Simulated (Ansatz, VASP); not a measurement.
GePt2: VASP beside Ansatz

INCAR

```
ALGO = Fast
EDIFF = 1E-6
ENCUT = 520
GGA = PS
ISIF = 2
ISMEAR = 0
LASPH = T
LCHARG = T
LELF = T
LREAL = F
LVHAR = T
LWAVE = F
NBANDS = 61
NELM = 100
PREC = Accurate
SIGMA = 0.15
```

File KPOINTS:

```
k-points
0
Gamma
  6 6 12
```

Contents of POSCAR:

```
GePt2
1.0
    6.4902962625      0.0000000000      0.0000000000
   -3.2451481312      5.6207614414      0.0000000000
    0.0000000000      0.0000000000      3.4586783963
Ge Pt
3 6
Direct
    0.6666666667      0.3333333333      0.0000000000
    0.3333333333      0.6666666667      0.0000000000
    0.0000000000      0.0000000000      0.5000000000
    0.6229372130      0.0000000000      0.5000000000
    0.3770627870      0.3770627870      0.5000000000
    0.0000000000      0.6229372130      0.5000000000
    0.0000000000      0.2849128412      0.0000000000
    0.7150871588      0.7150871588      0.0000000000
    0.2849128412      0.0000000000      0.0000000000
```

Input for Ansatz:

```yaml
crystal:
  lattice:
    - [6.4902962625, 0.0, 0.0]
    - [-3.2451481312, 5.6207614414, 0.0]
    - [0.0, 0.0, 3.4586783963]
  atoms:
    - { symbol: Ge, position: [0.6666666667, 0.3333333333, 0.0] }
    - { symbol: Ge, position: [0.3333333333, 0.6666666667, 0.0] }
    - { symbol: Ge, position: [0.0, 0.0, 0.5] }
    - { symbol: Pt, position: [0.622937213, 0.0, 0.5] }
    - { symbol: Pt, position: [0.377062787, 0.377062787, 0.5] }
    - { symbol: Pt, position: [0.0, 0.622937213, 0.5] }
    - { symbol: Pt, position: [0.0, 0.2849128412, 0.0] }
    - { symbol: Pt, position: [0.7150871588, 0.7150871588, 0.0] }
    - { symbol: Pt, position: [0.2849128412, 0.0, 0.0] }
basis:
  ecutwfc: 420
kpoints:
  mp_grid: { grid: [6, 6, 12] }
hamiltonian:
  xc: pbesol
scf:
  occupations: { method: gaussian, width: 0.15 }
output:
  forces: true
  stress: true
  eigenvalues: true
  write_density: true
  write_potential: true
  elf: true
  volumetric_format: npy
```

Change from the starting cell: strain -0.040 along x and y, +0.000 along z, atoms carried along.

Alike in both runs: task single point; functional PBEsol; k mesh 6 × 6 × 12; occupations gaussian, width 0.15 eV; no spin polarisation.

|  | VASP | Ansatz |
| --- | --- | --- |
| version | VASP 6.6.1 | Ansatz 0.2.0 |
| potentials or method | VASP PAW PBE potentials, release 64 (Ge_d, Pt), cutoff 520 eV | scalar-relativistic, plane waves, PAW |
| valence electrons in the cell | 102 | 150 |

```tsv
	VASP	Ansatz	Ansatz less VASP
gap on the k mesh at the Fermi level (eV)	none	none	-
pressure (GPa)	24.6	24.3	-0.29
traceless stress, the component that is largest in VASP (GPa)	-5.92	-5.79	+0.130
rms of the force components (eV/Å)	0.269	0.263	-0.0051
```

VASP's potentials were made for PBE, not for PBEsol. Atom by atom the forces differ by 0.005 eV/Å (rms over components). A gap of «none» marks a metal or a gap that the smearing closes. VASP's potentials hold 102 valence electrons a cell and Ansatz's 150, so a difference there can come from the potentials and not from the codes.

Spin-orbit coupling is off throughout.
